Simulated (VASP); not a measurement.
# AlRu (Pm-3m) in VASP: notebook

Runs on AlRu. Level: LDA. Tasks: elastic constants.

Program: VASP 6.6.1. These are calculated values, not measurements. Logs are shortened: lines on timing, memory, paths and dates and some standing lists are left out, and cuts for length are marked.

## Step 1: The cell of the first run

It takes space group Pm-3m (No. 221, cubic). Conventional cell: a = 2.934 Å, b = 2.934 Å, c = 2.934 Å, α = 90.00°, β = 90.00°, γ = 90.00°. Within 3.4 Å of Al (site symmetry m-3m) lie 8 Ru at 2.54 Å and 6 Al at 2.93 Å. Ru (site symmetry m-3m) has 8 Al at 2.54 Å and 6 Ru at 2.93 Å within 3.4 Å.

## Step 2: Elastic constants, LDA

INCAR reads:

```
PREC = Accurate
ENCUT = 600
EDIFF = 1E-8
ISMEAR = -1
SIGMA = 0.05
LREAL = False
LASPH = True
NELM = 60
ALGO = Normal
ISIF = 3
LWAVE = False
LCHARG = False
GGA = CA
IBRION = 6
NFREE = 2
POTIM = 0.015
NSW = 1
```

KPOINTS reads:

```
Automatic mesh
0
Gamma
  16 16 16
```

POSCAR reads:

```
AlRu
1.0
    2.9338455642      0.0000000000      0.0000000000
    0.0000000000      2.9338455642      0.0000000000
    0.0000000000      0.0000000000      2.9338455642
Al Ru
1 1
Direct
    0.0000000000      0.0000000000      0.0000000000
    0.5000000000      0.5000000000      0.5000000000
```

Potentials or basis: VASP PAW LDA potentials, release 64 (Al, Ru_pv).

The run is started by

```sh
cat potpaw_LDA.64/Al/POTCAR potpaw_LDA.64/Ru_pv/POTCAR > POTCAR
mpirun -np 1 vasp_std > vasp.out
```

OUTCAR:

```text
PREC = Accurate
   ENCUT = 600
   EDIFF = 1E-8
   ISMEAR = -1
   LREAL = False
   LASPH = True
   NELM = 60
   ISIF = 3
   GGA = CA
   IBRION = 6
   NFREE = 2
   POTIM = 0.015
   NSW = 1

 ion  position               nearest neighbor table
   1  0.000  0.000  0.000-   2 2.54   2 2.54   2 2.54   2 2.54   2 2.54   2 2.54   2 2.54   2 2.54

   2  0.500  0.500  0.500-   1 2.54   1 2.54   1 2.54   1 2.54   1 2.54   1 2.54   1 2.54   1 2.54

  LATTYP: Found a simple cubic cell.
 ALAT       =     2.9338455642

  Lattice vectors:

 A1 = (   2.9338455642,   0.0000000000,   0.0000000000)
 A2 = (   0.0000000000,   2.9338455642,   0.0000000000)
 A3 = (   0.0000000000,   0.0000000000,   2.9338455642)

Analysis of symmetry for initial positions (statically):
=====================================================================
 Subroutine PRICEL returns:
 Original cell was already a primitive cell.

 Routine SETGRP: Setting up the symmetry group for a
 simple cubic supercell.

 Subroutine GETGRP returns: Found 48 space group operations
 (whereof 48 operations were pure point group operations)
 out of a pool of 48 trial point group operations.

The static configuration has the point symmetry O_h .

Analysis of symmetry for dynamics (positions and initial velocities):
=====================================================================
 Subroutine PRICEL returns:
 Original cell was already a primitive cell.

 Routine SETGRP: Setting up the symmetry group for a
 simple cubic supercell.

 Subroutine GETGRP returns: Found 48 space group operations
 (whereof 48 operations were pure point group operations)
 out of a pool of 48 trial point group operations.

The dynamic configuration has the point symmetry O_h .

 Subroutine INISYM returns: Found 48 space group operations
 (whereof 48 operations are pure point group operations),
 and found     1 'primitive' translations

----------------------------------------------------------------------------------------

                                     Primitive cell

  volume of cell :      25.2529

  direct lattice vectors                    reciprocal lattice vectors
     2.933845564  0.000000000  0.000000000     0.340849570  0.000000000  0.000000000
     0.000000000  2.933845564  0.000000000     0.000000000  0.340849570  0.000000000
     0.000000000  0.000000000  2.933845564     0.000000000  0.000000000  0.340849570

  length of vectors
     2.933845564  2.933845564  2.933845564     0.340849570  0.340849570  0.340849570

  position of ions in fractional coordinates (direct lattice)
     0.000000000  0.000000000  0.000000000
     0.500000000  0.500000000  0.500000000

  ion indices of the primitive-cell ions
   primitive index   ion index
                 1           1
                 2           2

----------------------------------------------------------------------------------------

 KPOINTS: Automatic mesh

Automatic generation of k-mesh.
 Grid dimensions read from file:
 generate k-points for:   16   16   16

 Generating k-lattice:

  Cartesian coordinates                     Fractional coordinates (reciprocal lattice)
     0.021303098  0.000000000  0.000000000     0.062500000  0.000000000  0.000000000
     0.000000000  0.021303098  0.000000000     0.000000000  0.062500000  0.000000000
[... 112 lines left out ...]
  Direction    XX          YY          ZZ          XY          YZ          ZX
  --------------------------------------------------------------------------------------
  -------------------------------------------------------------------------------------
  Total        0.8819752      0.8819752      0.8819752     -0.0000000     -0.0000000      0.0000000
  in kB       55.9571028     55.9571028     55.9571028     -0.0000000     -0.0000000      0.0000000
  external PRESSURE =      55.9571028 kB  Pullay stress =       0.0000000 kB
[... 89 lines left out ...]
  FREE ENERGIE OF THE ION-ELECTRON SYSTEM (eV)
  ---------------------------------------------------
  free  energy   TOTEN  =       -16.1564782137 eV

  energy  without entropy=      -16.1436401719  energy(sigma->0) =      -16.15005919

[... ionic steps 4 to 14 ...]

--------------------------------------- Ionic step       15  -------------------------------------------

 number of electron      17.0000002 magnetization

------------------------ aborting loop because EDIFF is reached ----------------------------------------
[... 67 lines left out ...]
--------------------------------------- Ionic step       17  -------------------------------------------

 number of electron      17.0000000 magnetization

 Free energy of the ion-electron system (eV)
  ---------------------------------------------------
  ext. energy  EPLUGINS =         0.00000000
  ---------------------------------------------------
  free energy    TOTEN  =       -16.17579092 eV

  energy without entropy =      -16.16262638  energy(sigma->0) =      -16.16920865

 E-fermi :  11.3859     XC(G=0): -13.0954

 val. band max:       11.3856230039   @ k =   0.0625   0.3750   0.1250
 cond. band min:      11.3941361598   @ k =   0.4375   0.4375   0.1250
 fundamental gap:      0.0085131560
 Fermi energy:        11.3859313565

 k-point     1 :       0.0000    0.0000    0.0000
  band No.  band energies     occupation
      1     -30.2223      2.00000
      2     -30.2223      2.00000
      3     -30.2223      2.00000
      4       1.3609      2.00000
      5       7.4391      2.00000
      6       7.4393      2.00000
      7      11.5707      0.04846
      8      11.5710      0.04815
      9      11.5710      0.04815
     10      17.6777      0.00000
     11      17.6777      0.00000
     12      17.6779      0.00000
[... 331 lines left out ...]
 k-point    24 :       0.5000    0.1250    0.0000
  band No.  band energies     occupation
      1     -30.4827      2.00000
      2     -30.2372      2.00000
      3     -30.1961      2.00000
      4       5.5693      2.00000
      5       5.6968      2.00000
      6       8.4846      2.00000
      7       9.6155      2.00000
      8       9.6922      2.00000
      9      11.5335      0.09940
     10      13.8253      0.00000
     11      19.0709      0.00000
     12      21.2612      0.00000

 [... further k-points ...]

------------------------ aborting loop because EDIFF is reached ----------------------------------------

  FORCE on cell =-STRESS in cart. coord.  units (eV):
  Direction    XX          YY          ZZ          XY          YZ          ZX
  --------------------------------------------------------------------------------------
  -------------------------------------------------------------------------------------
  Total        0.8827784      0.8861384      0.8861384      0.0000000     -0.0000000     -0.0000000
  in kB       56.0080573     56.2212338     56.2212338      0.0000000     -0.0000000     -0.0000000
  external PRESSURE =      56.1501750 kB  Pullay stress =       0.0000000 kB
[... 17 lines left out ...]
  FREE ENERGIE OF THE ION-ELECTRON SYSTEM (eV)
  ---------------------------------------------------
  free  energy   TOTEN  =       -16.1757909209 eV

  energy  without entropy=      -16.1626263761  energy(sigma->0) =      -16.16920865

 INTERNAL STRAIN TENSORS FROM STRAINED CELLS
 ============================================

 INTERNAL STRAIN TENSOR FOR ION    1 for displacements in x,y,z  (eV/Angst):
          X           Y           Z          XY          YZ          ZX
  --------------------------------------------------------------------------------
  x     0.00000     0.00000     0.00000     0.00000     0.00000    -0.00000
  y     0.00000     0.00000     0.00000     0.00000     0.00000     0.00000
  z     0.00000     0.00000     0.00000     0.00000     0.00000     0.00000

 INTERNAL STRAIN TENSORS FROM DISPLACED ATOMS
 ============================================

 INTERNAL STRAIN TENSOR FOR ION    1 for displacements in x,y,z  (eV/Angst):
          X           Y           Z          XY          YZ          ZX
  --------------------------------------------------------------------------------
  x     0.00000     0.00000     0.00000     0.00000     0.00000     0.00000
  y     0.00000     0.00000     0.00000     0.00000     0.00000     0.00000
  z     0.00000     0.00000     0.00000     0.00000     0.00000     0.00000

 INTERNAL STRAIN TENSOR FOR ION    2 for displacements in x,y,z  (eV/Angst):
          X           Y           Z          XY          YZ          ZX
  --------------------------------------------------------------------------------
  x     0.00000     0.00000     0.00000     0.00000     0.00000     0.00000
  y     0.00000     0.00000     0.00000     0.00000     0.00000     0.00000
  z     0.00000     0.00000     0.00000     0.00000     0.00000     0.00000

 Eigenvectors and eigenvalues of the dynamical matrix
 ----------------------------------------------------

   1 f  =   10.228749 THz    64.269124 2PiTHz  341.194332 cm-1    42.302687 meV
             X         Y         Z           dx          dy          dz
      0.000000  0.000000  0.000000     0.888383   -0.000000   -0.000000
      1.466923  1.466923  1.466923    -0.459103   -0.000000    0.000000
[... 21 lines left out ...]
   6 f/i=    0.000882 THz     0.005542 2PiTHz    0.029424 cm-1     0.003648 meV
             X         Y         Z           dx          dy          dz
      0.000000  0.000000  0.000000     0.113661   -0.355446   -0.267423
      1.466923  1.466923  1.466923     0.219938   -0.687802   -0.517475

--------------------------------------------------------------------------------------------------------

 ELASTIC MODULI CONTR FROM IONIC RELAXATION (kBar)
 Direction    XX          YY          ZZ          XY          YZ          ZX
 --------------------------------------------------------------------------------
 XX           0.0000      0.0000      0.0000      0.0000      0.0000      0.0000
 YY           0.0000      0.0000      0.0000      0.0000      0.0000      0.0000
 ZZ           0.0000      0.0000      0.0000      0.0000      0.0000      0.0000
 XY           0.0000      0.0000      0.0000      0.0000      0.0000      0.0000
 YZ           0.0000      0.0000      0.0000      0.0000      0.0000      0.0000
 ZX           0.0000      0.0000      0.0000      0.0000      0.0000      0.0000
 --------------------------------------------------------------------------------

 TOTAL ELASTIC MODULI (kBar)
 Direction    XX          YY          ZZ          XY          YZ          ZX
 --------------------------------------------------------------------------------
 XX        3820.1960   1858.1713   1858.1713      0.0000     -0.0000      0.0000
 YY        1858.1713   3820.1960   1858.1713     -0.0000     -0.0000      0.0000
 ZZ        1858.1713   1858.1713   3820.1960     -0.0000     -0.0000      0.0000
 XY           0.0000     -0.0000     -0.0000   1491.7546      0.0000      0.0000
 YZ          -0.0000     -0.0000     -0.0000      0.0000   1491.7546      0.0000
 ZX           0.0000      0.0000      0.0000      0.0000      0.0000   1491.7546
 --------------------------------------------------------------------------------
```

Run time: 17 min. Hardware: 1 thread of Intel Xeon Platinum 8488C (Sapphire Rapids), shared host; peak memory 0.81 GiB.

What came out:

```yaml
Elastic_constants_C11_C12_C44: 382, 186, 149 GPa
Voigt_bulk_modulus: 251 GPa
Highest_phonon_frequency_at_Γ_LO-TO_splitting_left_out: 341 cm⁻¹
```

Phonon frequencies in cm⁻¹ (negative: imaginary):
| q point | frequencies |
| --- | --- |
| (0.000, 0.000, 0.000) | 0 0 0 341 341 341 |

Elastic tensor in Voigt notation (GPa, in the Cartesian axes of the cell as first typed):
```
382 186 186   0   0   0
186 382 186   0   0   0
186 186 382   0   0   0
  0   0   0 149   0   0
  0   0   0   0 149   0
  0   0   0   0   0 149
```

Clamped-ion elastic tensor (GPa):
```
382 186 186   0   0   0
186 382 186   0   0   0
186 186 382   0   0   0
  0   0   0 149   0   0
  0   0   0   0 149   0
  0   0   0   0   0 149
```

Caveat: the cell is under stress, which shifts elastic constants.

## Step 3: Elastic constants, LDA

This run uses another cell than the first one, of 12.89 Å³/atom, 1.021 times its volume.

INCAR reads:

```
SYSTEM = AlRu
PREC = Accurate
ENCUT = 600
EDIFF = 1E-8
ISMEAR = -1
SIGMA = 0.05
LREAL = .FALSE.
LASPH = .TRUE.
NELM = 100
ALGO = Normal
ISIF = 3
LWAVE = .FALSE.
LCHARG = .TRUE.
GGA = CA
NBANDS = 16
IBRION = 6
NFREE = 2
POTIM = 0.015
NSW = 1
```

KPOINTS reads:

```
Automatic mesh
0
G
  16 16 16
  0 0 0
```

POSCAR reads:

```
AlRu
1.0
    2.9539624450      0.0000000000      0.0000000000
    0.0000000000      2.9539624450      0.0000000000
    0.0000000000      0.0000000000      2.9539624450
Al Ru
1 1
Direct
    0.0000000000      0.0000000000      0.0000000000
    0.5000000000      0.5000000000      0.5000000000
```

Potentials or basis: VASP PAW LDA potentials, release 64 (Al, Ru_pv).

The run is started by

```sh
cat potpaw_LDA.64/Al/POTCAR potpaw_LDA.64/Ru_pv/POTCAR > POTCAR
mpirun -np 1 vasp_std > vasp.out
```

OUTCAR:

```text
SYSTEM = AlRu
   PREC = Accurate
   ENCUT = 600
   EDIFF = 1E-8
   ISMEAR = -1
   LREAL = .FALSE.
   LASPH = .TRUE.
   NELM = 100
   ISIF = 3
   GGA = CA
   IBRION = 6
   NFREE = 2
   POTIM = 0.015
   NSW = 1

 ion  position               nearest neighbor table
   1  0.000  0.000  0.000-   2 2.56   2 2.56   2 2.56   2 2.56   2 2.56   2 2.56   2 2.56   2 2.56

   2  0.500  0.500  0.500-   1 2.56   1 2.56   1 2.56   1 2.56   1 2.56   1 2.56   1 2.56   1 2.56

  LATTYP: Found a simple cubic cell.
 ALAT       =     2.9539624450

  Lattice vectors:

 A1 = (   2.9539624450,   0.0000000000,   0.0000000000)
 A2 = (   0.0000000000,   2.9539624450,   0.0000000000)
 A3 = (   0.0000000000,   0.0000000000,   2.9539624450)

Analysis of symmetry for initial positions (statically):
=====================================================================
 Subroutine PRICEL returns:
 Original cell was already a primitive cell.

 Routine SETGRP: Setting up the symmetry group for a
 simple cubic supercell.

 Subroutine GETGRP returns: Found 48 space group operations
 (whereof 48 operations were pure point group operations)
 out of a pool of 48 trial point group operations.

The static configuration has the point symmetry O_h .

Analysis of symmetry for dynamics (positions and initial velocities):
=====================================================================
 Subroutine PRICEL returns:
 Original cell was already a primitive cell.

[... 821 lines left out ...]
  external PRESSURE =       5.8430906 kB  Pullay stress =       0.0000000 kB
[... 17 lines left out ...]
  FREE ENERGIE OF THE ION-ELECTRON SYSTEM (eV)
  ---------------------------------------------------
  free  energy   TOTEN  =       -16.1860656271 eV

  energy  without entropy=      -16.1725806248  energy(sigma->0) =      -16.17932313

 INTERNAL STRAIN TENSORS FROM STRAINED CELLS
 ============================================

 INTERNAL STRAIN TENSOR FOR ION    1 for displacements in x,y,z  (eV/Angst):
          X           Y           Z          XY          YZ          ZX
  --------------------------------------------------------------------------------
  x     0.00000     0.00000     0.00000     0.00000     0.00000     0.00000
  y     0.00000     0.00000     0.00000    -0.00000     0.00000     0.00000
  z     0.00000     0.00000     0.00000     0.00000     0.00000     0.00000

 INTERNAL STRAIN TENSORS FROM DISPLACED ATOMS
 ============================================

 INTERNAL STRAIN TENSOR FOR ION    1 for displacements in x,y,z  (eV/Angst):
          X           Y           Z          XY          YZ          ZX
  --------------------------------------------------------------------------------
  x     0.00000     0.00000     0.00000     0.00000     0.00000     0.00000
  y     0.00000     0.00000     0.00000     0.00000     0.00000     0.00000
  z     0.00000     0.00000     0.00000     0.00000     0.00000     0.00000

 INTERNAL STRAIN TENSOR FOR ION    2 for displacements in x,y,z  (eV/Angst):
          X           Y           Z          XY          YZ          ZX
  --------------------------------------------------------------------------------
  x     0.00000     0.00000     0.00000     0.00000     0.00000     0.00000
  y     0.00000     0.00000     0.00000     0.00000     0.00000     0.00000
  z     0.00000     0.00000     0.00000     0.00000     0.00000     0.00000

 Eigenvectors and eigenvalues of the dynamical matrix
 ----------------------------------------------------

   1 f  =    9.828788 THz    61.756097 2PiTHz  327.853083 cm-1    40.648583 meV
             X         Y         Z           dx          dy          dz
      0.000000  0.000000  0.000000     0.888445   -0.000000    0.000000
      1.476981  1.476981  1.476981    -0.458983   -0.000000    0.000000
[... 21 lines left out ...]
   6 f/i=    0.000476 THz     0.002989 2PiTHz    0.015869 cm-1     0.001967 meV
             X         Y         Z           dx          dy          dz
      0.000000  0.000000  0.000000     0.001889    0.085269    0.450989
      1.476981  1.476981  1.476981     0.003657    0.165053    0.872971

--------------------------------------------------------------------------------------------------------

 ELASTIC MODULI CONTR FROM IONIC RELAXATION (kBar)
 Direction    XX          YY          ZZ          XY          YZ          ZX
 --------------------------------------------------------------------------------
 XX           0.0000      0.0000      0.0000      0.0000      0.0000      0.0000
 YY           0.0000      0.0000      0.0000      0.0000      0.0000      0.0000
 ZZ           0.0000      0.0000      0.0000      0.0000      0.0000      0.0000
 XY           0.0000      0.0000      0.0000      0.0000      0.0000      0.0000
 YZ           0.0000      0.0000      0.0000      0.0000      0.0000      0.0000
 ZX           0.0000      0.0000      0.0000      0.0000      0.0000      0.0000
 --------------------------------------------------------------------------------

 TOTAL ELASTIC MODULI (kBar)
 Direction    XX          YY          ZZ          XY          YZ          ZX
 --------------------------------------------------------------------------------
 XX        3578.3419   1726.8898   1726.8898     -0.0000     -0.0000      0.0000
 YY        1726.8898   3578.3419   1726.8898      0.0000     -0.0000      0.0000
 ZZ        1726.8898   1726.8898   3578.3419     -0.0000     -0.0000      0.0000
 XY          -0.0000      0.0000     -0.0000   1395.6008      0.0000      0.0000
 YZ          -0.0000     -0.0000     -0.0000      0.0000   1395.6008      0.0000
 ZX           0.0000      0.0000      0.0000      0.0000      0.0000   1395.6008
 --------------------------------------------------------------------------------
```

stdout:

```text
POSCAR found type information on POSCAR AlRu
 POSCAR found :  2 types and       2 ions
 scaLAPACK will be used
 LDA part: xc-table for (Slater(with rela. corr.)+CA(PZ))
 , standard interpolation
 POSCAR, INCAR and KPOINTS ok, starting setup
 FFT: planning ... GRIDC
 FFT: planning ... GRID_SOFT
 FFT: planning ... GRID
 WAVECAR not read
 entering main loop
 Found     2 degrees of freedom:
 Adding 6 more for cell shape distortion
 Finite differences POTIM= 0.01500 DOF=   8
 bond charge predicted
 Finite differences progress:
 bond charge predicted
 Finite differences progress:
 bond charge predicted
 Finite differences progress:
 bond charge predicted
 Finite differences progress:
 bond charge predicted
 Finite differences progress:
 bond charge predicted
 Finite differences progress:
 bond charge predicted
 Finite differences progress:
 bond charge predicted
 Finite differences progress:
 bond charge predicted
 Finite differences progress:
 bond charge predicted
 Finite differences progress:
 bond charge predicted
 Finite differences progress:
 bond charge predicted
 Finite differences progress:
 bond charge predicted
 Finite differences progress:
 bond charge predicted
 Finite differences progress:
 bond charge predicted
 Finite differences progress:
 bond charge predicted
 Finite differences progress:
```

It took 20 min on 1 thread of AMD EPYC 9R45 (Zen 5), shared host; peak memory 0.91 GiB.

What came out:

* Elastic constants C11, C12, C44: 358, 173, 140 GPa
* Voigt bulk modulus: 234 GPa
* Highest phonon frequency at Γ, LO-TO splitting left out: 328 cm⁻¹

Phonon frequencies in cm⁻¹ (negative: imaginary):
```
              q point        frequencies
(0.000, 0.000, 0.000)  0 0 0 328 328 328
```

Elastic tensor in Voigt notation (GPa, in the Cartesian axes of the cell as first typed):
```
358 173 173   0   0   0
173 358 173   0   0   0
173 173 358   0   0   0
  0   0   0 140   0   0
  0   0   0   0 140   0
  0   0   0   0   0 140
```

Clamped-ion elastic tensor (GPa):
```
358 173 173   0   0   0
173 358 173   0   0   0
173 173 358   0   0   0
  0   0   0 140   0   0
  0   0   0   0 140   0
  0   0   0   0   0 140
```
